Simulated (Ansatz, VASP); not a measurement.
Rh: VASP beside Ansatz

INCAR

```
PREC = Accurate ; ENCUT = 500
EDIFF = 1E-6 ; ISMEAR = -1
SIGMA = 0.05 ; LREAL = False
LASPH = True ; NELM = 120
ALGO = Normal ; ISIF = 2
LWAVE = False ; LCHARG = False
NBANDS = 14 ; GGA_COMPAT = False
```

Contents of KPOINTS:

```
Automatic mesh
0
Gamma
  17 17 17
```

File POSCAR:

```
Rh
1.0
    0.0000000000      1.8385478656      1.8385478656
    1.8385478656      0.0000000000      1.8385478656
    1.8385478656      1.8385478656      0.0000000000
Rh
1
Direct
    0.0000000000      0.0000000000      0.0000000000
```

Input for Ansatz:

```yaml
crystal:
  lattice:
    - [0.0, 1.8385478656, 1.8385478656]
    - [1.8385478656, 0.0, 1.8385478656]
    - [1.8385478656, 1.8385478656, 0.0]
  atoms:
    - { symbol: Rh, position: [0.0, 0.0, 0.0] }
kpoints:
  mp_grid: { grid: [17, 17, 17] }
scf:
  occupations: { method: fermi_dirac, width: 0.05 }
hamiltonian:
  xc: lda
  pseudopotentials: { kind: all_electron, datasets: crystal }
output:
  forces: true
  stress: true
  eigenvalues: true
```

Change from the starting cell: volume scaled by 0.94, crystal datasets.

Alike in both runs: task single point; functional LDA; k mesh 17 × 17 × 17; occupations fermi-dirac, width 0.05 eV; no spin polarisation.

|  | VASP | Ansatz |
| --- | --- | --- |
| version | VASP 6.6.1 | Ansatz 0.2.0 |
| potentials or method | VASP PAW LDA potentials, release 64 (Rh_pv), cutoff 500 eV | all-electron PAW with datasets made for the crystal, scalar-relativistic |

Ansatz gave:

* pressure (GPa): 23.0

Question: Which values does VASP return?

Answer: Pressure (GPa): 24.2.

LDA's correlation is that of Perdew and Zunger in VASP and of Perdew and Wang (1992) in Ansatz. Ansatz ran all-electron here, and VASP with PAW potentials.
